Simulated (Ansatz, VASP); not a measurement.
# One calculation of SrO, two programs

Contents of INCAR:

```
SYSTEM = SrO
ALGO = Normal
EDIFF = 1E-6
ENCUT = 600
GGA = PE
GGA_COMPAT = .False.
ISIF = 2
ISMEAR = 0
LASPH = .True.
LCHARG = .False.
LREAL = .False.
LWAVE = .False.
NBANDS = 15
NELM = 120
PREC = Accurate
SIGMA = 0.01
```

Contents of KPOINTS:

```
k-points
0
Gamma
  6 6 6
  0 0 0
```

Contents of POSCAR:

```
SrO
1.0
    0.0000000000      2.5974845728      2.5974845728
    2.5974845728      0.0000000000      2.5974845728
    2.5974845728      2.5974845728      0.0000000000
Sr O
1 1
Direct
    0.0000000000      0.0000000000      0.0000000000
    0.5000000000      0.5000000000      0.5000000000
```

Input for Ansatz:

```yaml
crystal:
  lattice:
    - [0.0, 2.5974845728, 2.5974845728]
    - [2.5974845728, 0.0, 2.5974845728]
    - [2.5974845728, 2.5974845728, 0.0]
  atoms:
    - { symbol: Sr, position: [0.0, 0.0, 0.0] }
    - { symbol: O, position: [0.5, 0.5, 0.5] }
basis:
  ecutwfc: 420
kpoints:
  mp_grid: { grid: [6, 6, 6] }
  band_path:
    path:
      - [0.0, 0.0, 0.0]
      - [0.0, 0.0, 0.0]
      - [0.0, 0.0, 0.0]
      - [0.0, 0.0, 0.0]
      - [0.0, 0.0, 0.0]
      - [0.0, 0.0, 0.0]
      - [0.0, 0.0, 0.0]
      - [0.0, 0.0, 0.0]
      - [0.0, 0.0, 0.0]
      - [0.0, 0.0, 0.0]
      - [0.0, 0.0, 0.0]
      - [0.0, 0.0, 0.0]
      - [0.0, 0.0, 0.0]
      - [0.0, 0.0, 0.0]
      - [0.0, 0.0, 0.0]
      - [0.0, 0.0, 0.0]
      - [0.0, 0.0, 0.0]
      - [0.0, 0.0, 0.0]
      - [0.0, 0.0, 0.0]
      - [0.0, 0.0, 0.0]
      - [0.0, 0.0, 0.0]
      - [0.0, 0.0, 0.0]
      - [0.0, 0.0, 0.0]
      - [0.0, 0.0, 0.0]
      - [0.0, 0.0, 0.0]
      - [0.0, 0.0, 0.0]
      - [0.3, 0.3, 0.0]
      - [0.3166666667, 0.3166666667, 0.0]
      - [0.3333333333, 0.3333333333, 0.0]
      - [0.35, 0.35, 0.0]
      - [0.3666666667, 0.3666666667, 0.0]
      - [0.3833333333, 0.3833333333, 0.0]
      - [0.4, 0.4, 0.0]
      - [0.4166666667, 0.4166666667, 0.0]
      - [0.4333333333, 0.4333333333, 0.0]
      - [0.45, 0.45, 0.0]
      - [0.4666666667, 0.4666666667, 0.0]
      - [0.4833333333, 0.4833333333, 0.0]
      - [0.5, 0.5, 0.0]
      - [0.5, 0.5, 0.5]
      - [0.5, 0.5, 0.5]
      - [0.5, 0.5, 0.5]
      - [0.5, 0.5, 0.5]
      - [0.5, 0.5, 0.5]
      - [0.5, 0.5, 0.5]
      - [0.5, 0.5, 0.5]
      - [0.5, 0.5, 0.5]
      - [0.5, 0.5, 0.5]
      - [0.5, 0.5, 0.5]
      - [0.5, 0.5, 0.5]
      - [0.5, 0.5, 0.5]
      - [0.5, 0.5, 0.5]
      - [0.5, 0.5, 0.5]
      - [0.5, 0.5, 0.5]
      - [0.5, 0.5, 0.5]
      - [0.5, 0.5, 0.5]
      - [0.5, 0.5, 0.5]
      - [0.5, 0.5, 0.5]
      - [0.5, 0.5, 0.5]
      - [0.5, 0.5, 0.5]
      - [0.5, 0.5, 0.5]
      - [0.5, 0.5, 0.5]
      - [0.5, 0.5, 0.5]
      - [0.5, 0.5, 0.5]
      - [0.5, 0.5, 0.5]
    npoints: 1
hamiltonian:
  xc: pbe
scf:
  occupations: { method: fixed }
  n_extra_bands: 5
output:
  eigenvalues: true
```

Alike in both runs: task single point; functional PBE; k mesh 6 × 6 × 6; no spin polarisation.

|  | VASP | Ansatz |
| --- | --- | --- |
| version | VASP 6.6.1 | Ansatz 0.2.0 |
| potentials or method | VASP PAW PBE potentials, release 64 (Sr_sv, O), cutoff 600 eV | scalar-relativistic, plane waves, PAW |
| occupations | gaussian, width 0.01 eV | fixed |
| valence electrons in the cell | 16 | 16 |

|  | VASP | Ansatz | Ansatz less VASP |
| --- | --- | --- | --- |
| gap on the k mesh at the Fermi level (eV) | 3.28 | 3.33 | +0.044 |
| least direct gap on the mesh (eV) | 3.39 | 3.42 | +0.034 |
